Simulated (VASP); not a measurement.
Set up this calculation in VASP 6.6.1, as the native input.

```yaml
Task: single point
Functional: PBE
Potentials_or_basis: VASP PAW PBE potentials, release 64 (Na_pv, Sc_sv)
Cutoff: 520 eV
k_mesh: 8 × 8 × 4
Occupations: methfessel-paxton, width 0.025 eV
Spin: no spin polarisation
Dipole_correction: no
Further_INCAR_settings: ALGO = Normal; EDIFF = 1e-06; NBANDS = 20
```

The structure of Na2Sc lies in POSCAR:

```
Na2Sc
1.0
    3.3730850600      0.0000000000      0.0000000000
   -1.6865425300      2.9211773500      0.0000000000
    0.0000000000      0.0000000000      5.6300470300
Na Sc
2 1
Direct
    0.3333333300      0.6666666700      0.2500000000
    0.6666666700      0.3333333300      0.7500000000
    0.0000000000      0.0000000000      0.0000000000
```

The input as run:

INCAR

```
SYSTEM = Na2Sc
PREC = Accurate
ENCUT = 520
EDIFF = 1E-6
ISMEAR = 1
SIGMA = 0.025
LREAL = .FALSE.
LASPH = .TRUE.
NELM = 100
ALGO = Normal
ISIF = 2
LWAVE = .FALSE.
LCHARG = .FALSE.
GGA = PE
NBANDS = 20
```

KPOINTS

```
Automatic mesh
0
G
  8 8 4
  0 0 0
```

Potentials or basis: VASP PAW PBE potentials, release 64 (Na_pv, Sc_sv).

Command:

```sh
$ cat potpaw_PBE.64/Na_pv/POTCAR potpaw_PBE.64/Sc_sv/POTCAR > POTCAR
$ mpirun -np 1 vasp_std > vasp.out
```

Results of the run:

```json
{
 "Pressure": "29.5 GPa",
 "Largest force": "3.991 eV/Å",
 "Band gap on the k mesh": "zero (an odd number of electrons rules out a gap without spin polarisation)"
}
```

Caveat: the cell stands under pressure; forces of over 1 eV/Å act on the atoms, so gaps and moduli don't describe the material at rest.

Wall time 18 s on 1 thread of Intel(R) Xeon(R) 6975P-C (Granite Rapids), with other jobs on the host, peak memory 0.19 GiB.
